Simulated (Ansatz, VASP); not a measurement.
## One calculation of CoMo, two programs

The input INCAR:

```
PREC = Accurate
ENCUT = 690
EDIFF = 1E-6
ISMEAR = -1
SIGMA = 0.05
LREAL = F
LASPH = T
NELM = 120
ALGO = Normal
ISIF = 2
LWAVE = F
LCHARG = F
GGA = CA
NBANDS = 22
GGA_COMPAT = F
```

The input KPOINTS:

```
Automatic mesh
0
Gamma
  14 14 8
```

Contents of POSCAR:

```
CoMo
1.0
    2.6492423353      0.0000000000      0.0000000000
   -1.3246211676      2.2943111632      0.0000000000
    0.0000000000      0.0000000000      4.1126955191
Co Mo
1 1
Direct
    0.6666666667      0.3333333333      0.5000000000
    0.3333333333      0.6666666667      0.0000000000
```

Input for Ansatz:

```yaml
crystal:
  lattice:
    - [2.6492423353, 0.0, 0.0]
    - [-1.3246211676, 2.2943111632, 0.0]
    - [0.0, 0.0, 4.1126955191]
  atoms:
    - { symbol: Co, position: [0.6666666667, 0.3333333333, 0.5] }
    - { symbol: Mo, position: [0.3333333333, 0.6666666667, 0.0] }
kpoints:
  mp_grid: { grid: [14, 14, 8] }
scf:
  occupations: { method: fermi_dirac, width: 0.05 }
hamiltonian:
  xc: lda
  pseudopotentials: { kind: paw }
output:
  forces: true
  stress: true
  eigenvalues: true
  write_density: true
  write_potential: true
  elf: true
  volumetric_format: npy
```

Change from the starting cell: volume scaled by 0.95, no spin polarisation, PAW files.

Alike in both runs: task single point; functional LDA; k mesh 14 × 14 × 8; occupations fermi-dirac, width 0.05 eV; no spin polarisation.

|  | VASP | Ansatz |
| --- | --- | --- |
| version | VASP 6.6.1 | Ansatz 0.2.0 |
| potentials or method | VASP PAW LDA potentials, release 64 (Co_sv, Mo_sv) | PAW with Ansatz's default frozen-core files, scalar-relativistic |
| plane-wave cutoff (eV) | 690 | 420 |
| valence electrons in the cell | 31 | 31 |

VASP gave:

```
pressure (GPa)                                                : 0.0
traceless stress, the component that is largest in VASP (GPa) : -0.10
```

Task: Estimate Ansatz's values.

Result: Pressure (GPa): -0.6; traceless stress, the component that is largest in VASP (GPa): 0.12.

LDA's correlation is that of Perdew and Zunger in VASP and of Perdew and Wang (1992) in Ansatz.
